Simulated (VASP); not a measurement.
# BN (P6_3mc) in VASP: a series of runs

Runs on BN. Level: r2SCAN. Tasks: single point.

Program: VASP 6.6.1. These are calculated values, not measurements. Logs are shortened: lines on timing, memory, paths and dates and some standing lists are left out, and cuts for length are marked.

## 1. The cell of the first run

Symmetry: P6_3mc, No. 186, hexagonal system. The conventional cell has a = 2.543 Å, b = 2.543 Å, c = 4.207 Å, α = 90.00°, β = 90.00°, γ = 120.00°. Within 2.1 Å of B (site symmetry 3m) lie 4 N at 1.56 to 1.58 Å. N (site symmetry 3m) has 4 B at 1.56 to 1.58 Å within 2.1 Å.

## 2. Single point, r2SCAN

POSCAR reads:

```
BN
1.0
    2.5434023100      0.0000000000      0.0000000000
   -1.2717011500      2.2026510100      0.0000000000
    0.0000000000      0.0000000000      4.2069931500
B N
2 2
Direct
    0.6666666700      0.3333333300      0.0001583200
    0.3333333300      0.6666666700      0.5001583200
    0.6666666700      0.3333333300      0.3748416800
    0.3333333300      0.6666666700      0.8748416800
```

INCAR.step1 reads:

```
ALGO = Normal
EDIFF = 1E-4
ENCUT = 520
GGA = PE
ISMEAR = -1
LASPH = T
LCHARG = F
LREAL = F
LWAVE = T
NBANDS = 16
NELM = 60
PREC = Accurate
SIGMA = 0.02
```

INCAR.step2 reads:

```
ALGO = Normal
EDIFF = 1E-6
ENCUT = 520
ISIF = 2
ISMEAR = -1
ISTART = 1
LASPH = T
LCHARG = F
LMIXTAU = T
LREAL = F
LWAVE = F
METAGGA = R2SCAN
NBANDS = 16
NELM = 60
PREC = Accurate
SIGMA = 0.02
```

KPOINTS reads:

```
k-points
0
Gamma
  12 12 8
```

Potentials or basis: VASP PAW PBE potentials, release 64 (B, N).

Launch:

```console
> cat potpaw_PBE.64/B/POTCAR potpaw_PBE.64/N/POTCAR > POTCAR
> cp INCAR.step1 INCAR
> mpirun -np 1 vasp_std > vasp.out
> cp INCAR.step2 INCAR
> mpirun -np 1 vasp_std > vasp.out
```

OUTCAR:

```text
EDIFF = 1E-6
   ENCUT = 520
   ISIF = 2
   ISMEAR = -1
   ISTART = 1
   LASPH = T
   LREAL = F
   METAGGA = R2SCAN
   NELM = 60
   PREC = Accurate

 ion  position               nearest neighbor table
   1  0.667  0.333  0.000-   4 1.56   4 1.56   4 1.56   3 1.58
   2  0.333  0.667  0.500-   3 1.56   3 1.56   3 1.56   4 1.58
   3  0.667  0.333  0.375-   2 1.56   2 1.56   2 1.56   1 1.58
   4  0.333  0.667  0.875-   1 1.56   1 1.56   1 1.56   2 1.58

  LATTYP: Found a hexagonal cell.
 ALAT       =     2.5434023100
 C/A-ratio  =     1.6540808874

  Lattice vectors:

 A1 = (   2.5434023100,   0.0000000000,   0.0000000000)
 A2 = (  -1.2717011500,   2.2026510100,   0.0000000000)
 A3 = (   0.0000000000,   0.0000000000,   4.2069931500)

Analysis of symmetry for initial positions (statically):
=====================================================================
 Subroutine PRICEL returns:
 Original cell was already a primitive cell.

 Routine SETGRP: Setting up the symmetry group for a
 hexagonal supercell.

 Subroutine GETGRP returns: Found 12 space group operations
 (whereof  6 operations were pure point group operations)
 out of a pool of 24 trial point group operations.

The static configuration has the point symmetry C_3v.
 The point group associated with its full space group is C_6v.

Analysis of symmetry for dynamics (positions and initial velocities):
=====================================================================
 Subroutine PRICEL returns:
 Original cell was already a primitive cell.

 Routine SETGRP: Setting up the symmetry group for a
 hexagonal supercell.

 Subroutine GETGRP returns: Found 12 space group operations
 (whereof  6 operations were pure point group operations)
 out of a pool of 24 trial point group operations.

The dynamic configuration has the point symmetry C_3v.
 The point group associated with its full space group is C_6v.

 Subroutine INISYM returns: Found 12 space group operations
 (whereof  6 operations are pure point group operations),
 and found     1 'primitive' translations

----------------------------------------------------------------------------------------

                                     Primitive cell

  volume of cell :      23.5685

  direct lattice vectors                    reciprocal lattice vectors
     2.543402310  0.000000000  0.000000000     0.393174134  0.226999191  0.000000000
    -1.271701150  2.202651010  0.000000000     0.000000000  0.453998384  0.000000000
     0.000000000  0.000000000  4.206993150     0.000000000  0.000000000  0.237699460

  length of vectors
     2.543402310  2.543402305  4.206993150     0.453998384  0.453998384  0.237699460

  position of ions in fractional coordinates (direct lattice)
     0.666666670  0.333333330  0.000158320
     0.333333330  0.666666670  0.500158320
     0.666666670  0.333333330  0.374841680
     0.333333330  0.666666670  0.874841680

  ion indices of the primitive-cell ions
   primitive index   ion index
                 1           1
                 2           2
                 3           3
                 4           4

----------------------------------------------------------------------------------------

 KPOINTS: k-points

Automatic generation of k-mesh.
 Grid dimensions read from file:
 generate k-points for:   12   12    8

 Generating k-lattice:

  Cartesian coordinates                     Fractional coordinates (reciprocal lattice)
     0.032764511  0.018916599  0.000000000     0.083333333  0.000000000  0.000000000
     0.000000000  0.037833199  0.000000000     0.000000000  0.083333333  0.000000000
     0.000000000  0.000000000  0.029712433     0.000000000  0.000000000  0.125000000

  Length of vectors
     0.037833199  0.037833199  0.029712433

  Shift w.r.t. Gamma in fractional coordinates (k-lattice)
     0.000000000  0.000000000  0.000000000

 Subroutine IBZKPT returns following result:
 ===========================================

 Found     95 irreducible k-points:

 Following reciprocal coordinates:
            Coordinates               Weight
  0.000000  0.000000  0.000000      1.000000
  0.083333 -0.000000  0.000000      6.000000
  0.166667  0.000000  0.000000      6.000000
  0.250000 -0.000000  0.000000      6.000000
  0.333333 -0.000000  0.000000      6.000000
  0.416667  0.000000  0.000000      6.000000
[... 16 lines left out ...]
  0.250000 -0.000000  0.125000     12.000000
  0.333333 -0.000000  0.125000     12.000000
 [... further k-points ...]
   k-points           NKPTS =     95   k-points in BZ     NKDIM =     95   number of bands    NBANDS=     16
   number of dos      NEDOS =    301   number of ions     NIONS =      4
   total plane-waves  NPLWV =  12800
   dimension x,y,z NGX =    20 NGY =   20 NGZ =   32
   dimension x,y,z NGXF=    40 NGYF=   40 NGZF=   64
   ions per type =               2   2
   NGX,Y,Z   is equivalent  to a cutoff of  13.07, 13.07, 12.65 a.u.
   NGXF,Y,Z  is equivalent  to a cutoff of  26.15, 26.15, 25.29 a.u.
 SYSTEM =  unknown system
   PREC   = accura    normal or accurate (medium, high low for compatibility)
   ISTART =      1    job   : 0-new  1-cont  2-samecut
   ICHARG =      0    charge: 1-file 2-atom 10-const
   ISPIN  =      1    spin polarized calculation?
   LNONCOLLINEAR =      F non collinear calculations
   LSORBIT =      F    spin-orbit coupling
   LASPH  =      T    aspherical Exc in radial PAW
   ENCUT  =  520.0 eV  38.22 Ry    6.18 a.u.   4.73  4.73  7.82*2*pi/ulx,y,z
   NELM   =     60;   NELMIN=  2; NELMDL=  0     # of ELM steps
   EDIFF  = 0.1E-05   stopping-criterion for ELM
   LREAL  =      F    real-space projection
   EDIFFG = 0.1E-04   stopping-criterion for IOM
   NSW    =      0    number of steps for IOM
   IBRION =     -1    ionic relax: 0-MD 1-quasi-New 2-CG
   NFREE  =      0    steps in history (QN), initial steepest desc. (CG)
   ISIF   =      2    stress and relaxation
   ISYM   =      2    0-nonsym 1-usesym 2-fastsym
   POTIM  = 0.5000    time-step for ionic-motion
   TEBEG  =    0.0;   TEEND  =   0.0 temperature during run
   PSTRESS=    0.0 pullay stress
   NELECT =      16.0000    total number of electrons
   NUPDOWN=      -1.0000    fix difference up-down
   EMIN   =  10.00;   EMAX   =-10.00  energy-range for DOS
   EFERMI =   0.00;   METHOD = LEGACY
   ISMEAR =    -1;   SIGMA  =   0.02  broadening in eV -4-tet -1-fermi 0-gaus
   EFERMI_NEDOS =   21; number of points for ismear=-14 and -15
   IALGO  =     38    algorithm
   IMIX   =      4    mixing-type and parameters
     AMIX     =   0.40;   BMIX     =  1.00
     AMIX_MAG =   1.60;   BMIX_MAG =  1.00
  volume/ion in A,a.u.               =       5.89        39.76
  Fermi-wavevector in a.u.,A,eV,Ry     =   1.438812  2.718960 28.166498  2.070179
  Thomas-Fermi vector in A             =   2.557737
   LORBIT       =      0    0 simple, 1 ext, 2 COOP (PROOUT), +10 PAW based schemes
   METAGGA = R2SCAN    functional components
   LHFCALC =     F    Hartree Fock is set to
   AEXX    =    0.0000 exact exchange contribution
   IVDW    =     0    specifies the selected vdW correction
   LEPSILON=     F    determine dielectric tensor
   LRPA    =     F    only Hartree local field effects (RPA)
 non-spin polarized calculation
  energy-cutoff  :      520.00
  volume of cell :       23.57
 maximum number of plane-waves:       652
 NGX is ok and might be reduce to    20
   NGX =  9   NGY =  9   NGZ = 15

 number of electron      16.0000000 magnetization

 Free energy of the ion-electron system (eV)
  ---------------------------------------------------
  ext. energy  EPLUGINS =         0.00000000
  ---------------------------------------------------
  free energy    TOTEN  =       -38.26607530 eV

  energy without entropy =      -38.26607530  energy(sigma->0) =      -38.26607530

 E-fermi :   7.7803     XC(G=0): -13.6487

 val. band max:        7.4327001810   @ k =   0.0000   0.0000   0.0000
 cond. band min:      13.1562538345   @ k =   0.3333   0.3333   0.0000
 fundamental gap:      5.7235536535
 Fermi energy:         7.7802980901

 k-point     1 :       0.0000    0.0000    0.0000
  band No.  band energies     occupation
      1     -14.0654      2.00000
      2      -9.8219      2.00000
      3      -3.9018      2.00000
      4       5.2226      2.00000
      5       5.2226      2.00000
      6       7.1679      2.00000
[... 8 lines left out ...]
     15      20.2063      0.00000
     16      24.8895      0.00000

 k-point     2 :       0.0833   -0.0000    0.0000
  band No.  band energies     occupation
      1     -13.9086      2.00000
      2      -9.7022      2.00000
      3      -3.7460      2.00000
      4       4.4972      2.00000
      5       4.9280      2.00000
      6       6.8277      2.00000
[... 8 lines left out ...]
     15      20.6797      0.00000
     16      24.6135      0.00000

 k-point     3 :       0.1667    0.0000    0.0000
  band No.  band energies     occupation
      1     -13.4434      2.00000
      2      -9.3600      2.00000
      3      -3.2849      2.00000
      4       2.7564      2.00000
      5       4.2362      2.00000
      6       5.3383      2.00000
[... 8 lines left out ...]
     15      21.9156      0.00000
     16      23.8099      0.00000

 k-point     4 :       0.2500   -0.0000    0.0000
  band No.  band energies     occupation
      1     -12.6892      2.00000
      2      -8.8618      2.00000
      3      -2.5408      2.00000
      4       0.7010      2.00000
      5       3.4608      2.00000
      6       3.4784      2.00000
[... 8 lines left out ...]
     15      23.5229      0.00000
     16      23.9570      0.00000
[... 324 lines left out ...]
 k-point    22 :       0.1667    0.0000    0.1250
  band No.  band energies     occupation
      1     -13.3482      2.00000
      2      -9.6714      2.00000
      3      -2.8173      2.00000
      4       2.8425      2.00000
      5       4.3139      2.00000
      6       5.0757      2.00000
[... 8 lines left out ...]
     15      21.7216      0.00000
     16      23.8517      0.00000

 k-point    23 :       0.2500   -0.0000    0.1250
  band No.  band energies     occupation
      1     -12.5970      2.00000
      2      -9.1362      2.00000
      3      -2.1618      2.00000
      4       0.8309      2.00000
      5       3.2115      2.00000
      6       3.5428      2.00000
[... 8 lines left out ...]
     15      23.3158      0.00000
     16      24.0417      0.00000

 k-point    24 :       0.3333   -0.0000    0.1250
  band No.  band energies     occupation
      1     -11.6063      2.00000
      2      -8.5859      2.00000
      3      -1.7365      2.00000
      4      -0.5507      2.00000
      5       1.3449      2.00000
      6       2.8923      2.00000
[... 8 lines left out ...]
     15      24.8321      0.00000
     16      24.8500      0.00000

 [... further k-points ...]
[... 5 lines left out ...]
  --------------------------------------------------------------------------------------
  -------------------------------------------------------------------------------------
  Total        0.2033378      0.2033378      0.1968612      0.0000000      0.0000000      0.0000000
  in kB       13.8228057     13.8228057     13.3825280      0.0000000      0.0000000      0.0000000
  external PRESSURE =      13.6760465 kB  Pullay stress =       0.0000000 kB

 VOLUME and BASIS-vectors are now :
 -----------------------------------------------------------------------------
  energy-cutoff  :      520.00
  volume of cell :       23.57
      direct lattice vectors                 reciprocal lattice vectors
     2.543402310  0.000000000  0.000000000     0.393174134  0.226999191  0.000000000
    -1.271701150  2.202651010  0.000000000     0.000000000  0.453998384  0.000000000
     0.000000000  0.000000000  4.206993150     0.000000000  0.000000000  0.237699460

 POSITION                                       TOTAL-FORCE (eV/Angst)
 -----------------------------------------------------------------------------------
      1.27170      0.73422      0.00067         0.000000     -0.000000      0.011892
     -0.00000      1.46843      2.10416        -0.000000      0.000000      0.011892
      1.27170      0.73422      1.57696        -0.000000      0.000000     -0.011892
     -0.00000      1.46843      3.68045        -0.000000      0.000000     -0.011892
 -----------------------------------------------------------------------------------
    total drift:                                0.000001     -0.000000     -0.002252

  FREE ENERGIE OF THE ION-ELECTRON SYSTEM (eV)
  ---------------------------------------------------
  free  energy   TOTEN  =       -38.2660752995 eV

  energy  without entropy=      -38.2660752995  energy(sigma->0) =      -38.26607530
```

Run time: 1.9 min. Hardware: 1 thread of AMD EPYC 7R43 (Zen 3), shared host; peak memory 0.12 GiB.

What came out:

* Free energy: -38.2661 eV
* Pressure: 1.4 GPa
* Largest force: 0.012 eV/Å
* Band gap on the k mesh: 5.72 eV, indirect (least direct gap 8.99 eV)

Forces on the atoms (eV/Å):
```
B    0.000  0.000  0.012
B    0.000  0.000  0.012
N    0.000  0.000 -0.012
N    0.000  0.000 -0.012
```

Caveat: the PAW data sets were made with another functional, which shifts forces and pressure a little. A k mesh can miss the band edges.

(Part 1 of 2 ends here.)
